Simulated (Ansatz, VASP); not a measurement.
## TiSi8O16: VASP beside Ansatz

```
Si O Ti
1.0
    -4.17730   -4.17730    0.00000
     4.17730   -4.17730    0.00000
     0.00000    0.00000    5.33100
Si O Ti
8 16 1
Cartesian
  0.0158 -4.0820 0.1319
  2.1705 -2.0310 1.3536
  -0.0008 -4.1542 2.6748
  1.7895 -2.2316 3.9442
  0.0497 -0.0990 -0.0007
  -2.0628 -2.0727 1.3974
  -0.0623 -0.0709 2.6067
  -1.9174 -2.0885 4.0591
  1.1953 -2.8286 0.0869
  0.8795 -0.7377 1.3461
  -1.1748 -5.2553 0.2555
  3.3482 -3.3460 1.3051
  1.1052 -2.7831 2.5513
  0.8229 -0.8420 3.9520
  -1.1686 -5.4490 2.6483
  2.9199 -3.6891 3.5608
  -2.7285 -2.8071 0.0834
  0.9364 -4.9139 1.4009
  -1.1621 -1.2827 0.0405
  -0.8350 -3.3394 1.4146
  -2.9723 -2.8573 2.7805
  0.9183 -4.8685 4.0509
  -1.1767 -1.4500 2.6521
  -0.7694 -3.3763 4.0475
  -0.2489 -6.4499 -1.0138
```

Alike in both runs: functional r2SCAN; dispersion D3(BJ); k mesh 2 × 2 × 2; occupations fermi-dirac, width 0.02 eV; no spin polarisation.

Ansatz relaxed the structure, and its values are those at the end. VASP's run is a single point on that final structure, the one shown.

|  | VASP | Ansatz |
| --- | --- | --- |
| version | VASP 6.6.1 | Ansatz 0.2.0 |
| potentials or method | VASP PAW PBE potentials, release 64 (Si, O, Ti_sv), cutoff 520 eV | scalar-relativistic, plane waves, PAW |
| valence electrons in the cell | 140 | 140 |

|  | VASP | Ansatz | Ansatz less VASP |
| --- | --- | --- | --- |
| rms of the force components (eV/Å) | 0.026 | 0.008 | -0.0184 |

VASP's potentials were made for PBE, not for r2SCAN. Ansatz's warnings: dispersion damping borrowed.

The k mesh is coarse, so the values compare programs but aren't converged.
